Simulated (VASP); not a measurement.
# MnO2 (R-3m) in VASP: single point with PBE+U

Aim: the single point of MnO2 with PBE+U.

Everything below comes from runs of VASP 6.6.1. Logs are shortened: lines on timing, memory, paths and dates and some standing lists are left out, and cuts for length are marked.

## Step 1: The cell of the first run

Symmetry: R-3m, No. 166, trigonal system. The conventional cell has a = 2.857 Å, b = 2.857 Å, c = 13.752 Å, α = 90.00°, β = 90.00°, γ = 120.00°. Mn (site symmetry -3m) has 6 O at 1.90 Å within 2.5 Å. O (site symmetry 3m) has 3 Mn at 1.90 Å and 3 O at 2.51 Å within 2.6 Å.

## Step 2: Single point, PBE+U, collinear spin, ferromagnetic start

The input, INCAR:

```
PREC = Accurate
ENCUT = 520
EDIFF = 1E-6
ISMEAR = 0
SIGMA = 0.05
LREAL = F
LASPH = T
NELM = 150
ALGO = Normal
ISIF = 2
LWAVE = F
LCHARG = F
ISPIN = 2
MAGMOM = 2.49 0.05 0.05
LORBIT = 11
LMAXMIX = 4
LDAU = T
LDAUTYPE = 2
LDAUL = 2 -1
LDAUU = 3.9 0
LDAUJ = 0 0
LDAUPRINT = 1
GGA = PE
NBANDS = 24
```

The input, KPOINTS:

```
Automatic mesh
0
Gamma
  12 12 12
```

The input, POSCAR:

```
MnO2
1.0
   -1.4284348394      2.4741217171      0.0000000000
   -2.8568696788      0.0000000000      0.0000000000
   -1.4284348394      0.8247072390      4.5839315268
Mn O
1 2
Direct
    0.0000000000      0.0000000000      0.0000000000
    0.7356355100      0.7356355100      0.7930934700
    0.2643644900      0.2643644900      0.2069065300
```

Potentials or basis: VASP PAW PBE potentials, release 64 (Mn_pv, O).

Started as:

```sh
> cat potpaw_PBE.64/Mn_pv/POTCAR potpaw_PBE.64/O/POTCAR > POTCAR
> mpirun -np 1 vasp_std > vasp.out
```

OUTCAR:

```text
PREC = Accurate
   ENCUT = 520
   EDIFF = 1E-6
   ISMEAR = 0
   LREAL = F
   LASPH = T
   NELM = 150
   ISIF = 2
   ISPIN = 2
   LORBIT = 11
   GGA = PE

 ion  position               nearest neighbor table
   1  0.000  0.000  0.000-   2 1.90   3 1.90   3 1.90   2 1.90   3 1.90   2 1.90
   2  0.736  0.736  0.793-   1 1.90   1 1.90   1 1.90
   3  0.264  0.264  0.207-   1 1.90   1 1.90   1 1.90

  LATTYP: Found a trigonal (rhomboedric) cell.
 ALAT       =     4.8716523237
 COS(alpha) =     0.8280515398

  Lattice vectors:

 A1 = (   0.0000000000,  -1.6494144781,   4.5839315268)
 A2 = (   1.4284348394,   0.8247072390,   4.5839315268)
 A3 = (  -1.4284348394,   0.8247072390,   4.5839315268)

Analysis of symmetry for initial positions (statically):
=====================================================================
 Subroutine PRICEL returns:
 Original cell was already a primitive cell.

 Routine SETGRP: Setting up the symmetry group for a
 trigonal (rhombohedral) supercell.

 Subroutine GETGRP returns: Found 12 space group operations
 (whereof 12 operations were pure point group operations)
 out of a pool of 12 trial point group operations.

The static configuration has the point symmetry D_3d.

Analysis of symmetry for dynamics (positions and initial velocities):
=====================================================================
 Subroutine PRICEL returns:
 Original cell was already a primitive cell.

 Routine SETGRP: Setting up the symmetry group for a
 trigonal (rhombohedral) supercell.

 Subroutine GETGRP returns: Found 12 space group operations
 (whereof 12 operations were pure point group operations)
 out of a pool of 12 trial point group operations.

The dynamic configuration has the point symmetry D_3d.

Analysis of structural, dynamic, and magnetic symmetry:
=====================================================================
 Subroutine PRICEL returns:
 Original cell was already a primitive cell.

 Routine SETGRP: Setting up the symmetry group for a
 trigonal (rhombohedral) supercell.

 Subroutine GETGRP returns: Found 12 space group operations
 (whereof 12 operations were pure point group operations)
 out of a pool of 12 trial point group operations.

The overall configuration has the point symmetry D_3d.

 Subroutine INISYM returns: Found 12 space group operations
 (whereof 12 operations are pure point group operations),
 and found     1 'primitive' translations

----------------------------------------------------------------------------------------

                                     Primitive cell

  volume of cell :      32.4003

  direct lattice vectors                    reciprocal lattice vectors
    -1.428434839  2.474121717  0.000000000     0.000000000  0.404183833 -0.072717782
    -2.856869679  0.000000000  0.000000000    -0.350033468 -0.202091917 -0.072717782
    -1.428434839  0.824707239  4.583931527     0.000000000  0.000000000  0.218153346

  length of vectors
     2.856869679  2.856869679  4.871652324     0.410673163  0.410673163  0.218153346

  position of ions in fractional coordinates (direct lattice)
     0.000000000  0.000000000  0.000000000
     0.735635510  0.735635510  0.793093470
     0.264364490  0.264364490  0.206906530

  ion indices of the primitive-cell ions
   primitive index   ion index
                 1           1
                 2           2
                 3           3
[... 72 lines left out ...]
   EDIFF  = 0.1E-05   stopping-criterion for ELM
   LREAL  =      F    real-space projection
   EDIFFG = 0.1E-04   stopping-criterion for IOM
   NSW    =      0    number of steps for IOM
   IBRION =     -1    ionic relax: 0-MD 1-quasi-New 2-CG
   NFREE  =      0    steps in history (QN), initial steepest desc. (CG)
   ISIF   =      2    stress and relaxation
   ISYM   =      2    0-nonsym 1-usesym 2-fastsym
   POTIM  = 0.5000    time-step for ionic-motion
   TEBEG  =    0.0;   TEEND  =   0.0 temperature during run
   PSTRESS=    0.0 pullay stress
   NELECT =      25.0000    total number of electrons
   NUPDOWN=      -1.0000    fix difference up-down
   EMIN   =  10.00;   EMAX   =-10.00  energy-range for DOS
   EFERMI =   0.00;   METHOD = LEGACY
   ISMEAR =     0;   SIGMA  =   0.05  broadening in eV -4-tet -1-fermi 0-gaus
   EFERMI_NEDOS =   21; number of points for ismear=-14 and -15
   IALGO  =     38    algorithm
   IMIX   =      4    mixing-type and parameters
     AMIX     =   0.40;   BMIX     =  1.00
     AMIX_MAG =   1.60;   BMIX_MAG =  1.00
  volume/ion in A,a.u.               =      10.80        72.88
  Fermi-wavevector in a.u.,A,eV,Ry     =   1.501545  2.837508 30.676196  2.254637
  Thomas-Fermi vector in A             =   2.612902
   LORBIT       =     11    0 simple, 1 ext, 2 COOP (PROOUT), +10 PAW based schemes
 LDA+U is selected, type is set to LDAUTYPE =  2
   angular momentum for each species LDAUL =     2   -1
   U (eV)           for each species LDAUU =   3.9  0.0
   J (eV)           for each species LDAUJ =   0.0  0.0
   GGA     = PE    functional components
   LHFCALC =     F    Hartree Fock is set to
   AEXX    =    0.0000 exact exchange contribution
   IVDW    =     0    specifies the selected vdW correction
   LEPSILON=     F    determine dielectric tensor
   LRPA    =     F    only Hartree local field effects (RPA)
 spin polarized calculation
 Gauss-broadening in eV      SIGMA  =   0.05
  energy-cutoff  :      520.00
  volume of cell :       32.40
 maximum number of plane-waves:       890
 NGX is ok and might be reduce to    24
   NGX = 11   NGY = 11   NGZ = 19

atom =   1  type =  1  l = 2

 onsite density matrix

spin component  1

  0.7921  0.0000  0.0000 -0.2056  0.0000
  0.0000  0.7207 -0.0000 -0.0000 -0.2056
  0.0000 -0.0000  0.9639 -0.0000 -0.0000
 -0.2056 -0.0000 -0.0000  0.7207  0.0000
  0.0000 -0.2056 -0.0000  0.0000  0.7921

spin component  2

  0.1987 -0.0000 -0.0000  0.1233  0.0000
 -0.0000  0.2195 -0.0000 -0.0000  0.1233
 -0.0000 -0.0000  0.0823  0.0000 -0.0000
  0.1233 -0.0000  0.0000  0.2195 -0.0000
  0.0000  0.1233 -0.0000 -0.0000  0.1987

 occupancies and eigenvectors

  o =  0.0823  v =  0.0000  0.0000  0.0000  0.0000  0.0000  0.0000 -0.0000  1.0000 -0.0000  0.0000      0.0000  0.0000  0.0000  0.0000  0.0000  0.0000  0.0000  0.0000  0.0000  0.0000
  o =  0.0854  v =  0.0000  0.0000  0.0000  0.0000  0.0000 -0.0000 -0.6767 -0.0000  0.0000  0.7362      0.0000  0.0000  0.0000  0.0000  0.0000  0.0000  0.0000  0.0000  0.0000  0.0000
  o =  0.0854  v =  0.0000  0.0000  0.0000  0.0000  0.0000 -0.7362  0.0000  0.0000  0.6767 -0.0000      0.0000  0.0000  0.0000  0.0000  0.0000  0.0000  0.0000  0.0000  0.0000  0.0000
  o =  0.3328  v =  0.0000  0.0000  0.0000  0.0000  0.0000  0.0000  0.7362 -0.0000  0.0000  0.6767      0.0000  0.0000  0.0000  0.0000  0.0000  0.0000  0.0000  0.0000  0.0000  0.0000
  o =  0.3328  v =  0.0000  0.0000  0.0000  0.0000  0.0000 -0.6767  0.0000 -0.0000 -0.7362  0.0000      0.0000  0.0000  0.0000  0.0000  0.0000  0.0000  0.0000  0.0000  0.0000  0.0000
  o =  0.5478  v =  0.0000 -0.7652 -0.0000 -0.0000 -0.6438  0.0000  0.0000  0.0000  0.0000  0.0000      0.0000  0.0000  0.0000  0.0000  0.0000  0.0000  0.0000  0.0000  0.0000  0.0000
  o =  0.5478  v = -0.6438  0.0000  0.0000 -0.7652  0.0000  0.0000  0.0000  0.0000  0.0000  0.0000      0.0000  0.0000  0.0000  0.0000  0.0000  0.0000  0.0000  0.0000  0.0000  0.0000
  o =  0.9639  v =  0.0000  0.0000 -1.0000 -0.0000 -0.0000  0.0000  0.0000  0.0000  0.0000  0.0000      0.0000  0.0000  0.0000  0.0000  0.0000  0.0000  0.0000  0.0000  0.0000  0.0000
  o =  0.9650  v =  0.0000 -0.6438 -0.0000  0.0000  0.7652  0.0000  0.0000  0.0000  0.0000  0.0000      0.0000  0.0000  0.0000  0.0000  0.0000  0.0000  0.0000  0.0000  0.0000  0.0000
  o =  0.9650  v = -0.7652 -0.0000 -0.0000  0.6438 -0.0000  0.0000  0.0000  0.0000  0.0000  0.0000      0.0000  0.0000  0.0000  0.0000  0.0000  0.0000  0.0000  0.0000  0.0000  0.0000

 number of electron      25.0000001 magnetization       2.9999921

 Free energy of the ion-electron system (eV)
  ---------------------------------------------------
  ext. energy  EPLUGINS =         0.00000000
  ---------------------------------------------------
  free energy    TOTEN  =       -21.17291298 eV

  energy without entropy =      -21.17291298  energy(sigma->0) =      -21.17291298

 E-fermi :   2.9466     XC(G=0): -10.8224

 val. band max:        2.6466724330   @ k =  -0.1667   0.0833  -0.0000
 cond. band min:       4.6311974002   @ k =  -0.2500   0.0000   0.2500
 fundamental gap:      1.9845249672
 Fermi energy:         2.9466291337

 spin component 1

 k-point     1 :       0.0000    0.0000    0.0000
  band No.  band energies     occupation
      1     -47.3983      1.00000
      2     -47.3947      1.00000
      3     -47.3947      1.00000
      4     -16.2151      1.00000
      5     -13.8117      1.00000
      6      -3.8072      1.00000
[... 1289 lines left out ...]
     23      24.5264      0.00000
     24      26.0944      0.00000

 [... further k-points ...]

------------------------ aborting loop because EDIFF is reached ----------------------------------------

  FORCE on cell =-STRESS in cart. coord.  units (eV):
  Direction    XX          YY          ZZ          XY          YZ          ZX
  --------------------------------------------------------------------------------------
  -------------------------------------------------------------------------------------
  Total        2.5847512      2.5847512      1.5238322      0.0000000     -0.0000000     -0.0000000
  in kB      127.8143797    127.8143797     75.3525761      0.0000000     -0.0000000     -0.0000000
  external PRESSURE =     110.3271119 kB  Pullay stress =       0.0000000 kB

 VOLUME and BASIS-vectors are now :
 -----------------------------------------------------------------------------
  energy-cutoff  :      520.00
  volume of cell :       32.40
      direct lattice vectors                 reciprocal lattice vectors
    -1.428434839  2.474121717  0.000000000     0.000000000  0.404183833 -0.072717782
    -2.856869679  0.000000000  0.000000000    -0.350033468 -0.202091917 -0.072717782
    -1.428434839  0.824707239  4.583931527     0.000000000  0.000000000  0.218153346

 POSITION                                       TOTAL-FORCE (eV/Angst)
 -----------------------------------------------------------------------------------
      0.00000      0.00000      0.00000        -0.000000     -0.000000      0.000000
     -4.28530      2.47412      3.63549         0.000000      0.000000     -0.566082
     -1.42843      0.82471      0.94845        -0.000000     -0.000000      0.566082
 -----------------------------------------------------------------------------------
    total drift:                               -0.000000      0.000000      0.000000

  FREE ENERGIE OF THE ION-ELECTRON SYSTEM (eV)
  ---------------------------------------------------
  free  energy   TOTEN  =       -21.1729129809 eV

  energy  without entropy=      -21.1729129809  energy(sigma->0) =      -21.17291298

 total charge

# of ion       s       p       d       tot
------------------------------------------
    1        0.363   6.481   4.875  11.719
    2        1.583   3.433   0.000   5.016
    3        1.583   3.433   0.000   5.016
--------------------------------------------------
tot          3.529  13.347   4.875  21.751

 magnetization (x)

# of ion       s       p       d       tot
------------------------------------------
    1        0.031   0.042   3.068   3.142
    2        0.002  -0.085   0.000  -0.083
    3        0.002  -0.085   0.000  -0.083
--------------------------------------------------
tot          0.035  -0.128   3.068   2.975
```

Run time: 4 min. Hardware: 1 thread of Intel Xeon 6975P-C (Granite Rapids), shared host; peak memory 0.32 GiB.

Results:

* Free energy: -21.1729 eV
* Pressure: 11.0 GPa
* Largest force: 0.566 eV/Å
* Band gap on the k mesh: 1.98 eV (least direct gap 2.10 eV)
* Net moment: 3.00 μB per cell
* Site moments: Mn +3.14; O -0.08 μB
* Valence electrons inside the program's atomic spheres: Mn 11.72; O 5.02

Forces on the atoms (eV/Å):
```
Mn   0.000  0.000  0.000
O    0.000  0.000 -0.566
O    0.000  0.000  0.566
```

Eigenvalues of the final occupation matrices:
```csv
site,spin,trace,eigenvalues
site 1 d,1,3.99,0.55 0.55 0.96 0.97 0.97
site 1 d,2,0.92,0.08 0.09 0.09 0.33 0.33
```

Caveat: the cell stands under pressure; a cell with one magnetic atom can't hold antiferromagnetic order, which such compounds often take. A k mesh can miss the band edges.
